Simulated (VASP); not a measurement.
**BaTiO3: single point with PBEsol**

The system is BaTiO3.

```xyz
5
Lattice="2.7236 1.5725 2.2238 -2.7236 1.5725 2.2238 0.0000 -3.1450 2.2238" Properties=species:S:1:pos:R:3 pbc="T T T"
Ba    0.0000    0.0000    0.0257
Ti    0.0000    0.0000    3.3616
O     0.0000    1.5725    2.2493
O    -1.3618   -0.7862    2.2493
O     1.3618   -0.7862    2.2493
```

```
Program             : VASP 6.6.1
Task                : single point
Functional          : PBEsol
Potentials or basis : VASP PAW PBE potentials, release 64 (Ba_sv, Ti_sv, O)
Cutoff              : 520 eV
k mesh              : 6 × 6 × 6
Occupations         : gaussian, width 0.01 eV
Spin                : no spin polarisation
```

```
Pressure               : 22.8 GPa
Band gap on the k mesh : 1.91 eV (least direct gap 1.91 eV)
```

Levels at points of the mesh, in eV from the valence-band top:
| k point | band 16 | band 17 | band 18 | band 19 | band 20 | band 21 | band 22 | band 23 | band 24 | band 25 |
| --- | --- | --- | --- | --- | --- | --- | --- | --- | --- | --- |
| (0.00, 0.00, 0.00) | -1.31 | -1.31 | -0.01 | -0.01 | -0.01 | 1.91 | 1.91 | 1.91 | 4.71 | 4.71 |
| (0.50, 0.00, 0.00) | -2.12 | -1.98 | -1.98 | -0.69 | -0.69 | 2.13 | 4.09 | 4.09 | 4.80 | 7.14 |
| (0.50, 0.50, 0.00) | -3.19 | -1.66 | -0.77 | -0.77 | -0.11 | 4.11 | 4.11 | 4.56 | 5.81 | 8.47 |
| (0.50, 0.50, 0.50) | -2.30 | -2.30 | 0.00 | 0.00 | 0.00 | 4.93 | 4.93 | 4.93 | 7.17 | 7.17 |

Wall time 40 s on 1 thread of Intel(R) Xeon(R) Platinum 8488C (Sapphire Rapids), with other jobs on the host, peak memory 0.2 GiB.

Caveat: the cell stands under pressure; the PAW data sets were made with another functional, which shifts forces and pressure a little; spin-orbit coupling is left out, which moves the levels of the heavy elements. As with any semilocal functional, this PBEsol gap is likely too small.
